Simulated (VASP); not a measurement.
Runs of VASP 6.6.1 on CsH. The structure is that of space group I4/mmm (No. 139), or close to it. The cells are those of the table. 

```tsv
cell	gap on the mesh (eV)	pressure (GPa)
a = 4.427, b = 4.427, c = 4.689 Å, angles 58.0, 58.0, 64.0°, 2 atoms	(a)	-0.8
a = 4.523, b = 4.523, c = 4.148 Å, angles 62.7, 62.7, 54.6°, 2 atoms	1.66	0.3
a = 4.512, b = 4.512, c = 4.689 Å, angles 58.7, 58.7, 62.6°, 2 atoms	1.95	-1.3
a = 4.332, b = 4.332, c = 4.509 Å, angles 58.6, 58.6, 62.7°, 2 atoms	1.77	-0.3
a = 4.600, b = 4.600, c = 4.689 Å, angles 59.4, 59.4, 61.3°, 2 atoms	2.02	-1.7
a = 4.607, b = 4.607, c = 4.328 Å, angles 62.0, 62.0, 56.0°, 2 atoms	1.87	-0.9
a = 4.692, b = 4.692, c = 4.869 Å, angles 58.7, 58.7, 62.5°, 2 atoms	2.08	(b)
a = 4.427, b = 4.427, c = 4.148 Å, angles 62.1, 62.1, 55.9°, 2 atoms	1.64	0.4
a = 4.419, b = 4.419, c = 4.509 Å, angles 59.3, 59.3, 61.3°, 2 atoms	1.87	-0.9
a = 4.523, b = 4.523, c = 4.869 Å, angles 57.4, 57.4, 65.1°, 2 atoms	1.90	-1.1
```

Alike in all rows: task single point; level LDA; potentials or basis VASP PAW LDA potentials, release 64 (Cs_sv, H); no spin polarisation; k mesh 8 × 8 × 8; cutoff (eV) 520; smearing gaussian 0.05 eV.

Task: Estimate the missing entries.

Result: (a) 1.85; (b) -1.9.

Caveats: spin-orbit coupling is left out, which moves the levels of the heavy elements.

A k mesh can miss the band edges, and the runs leave out spin-orbit coupling on Cs.
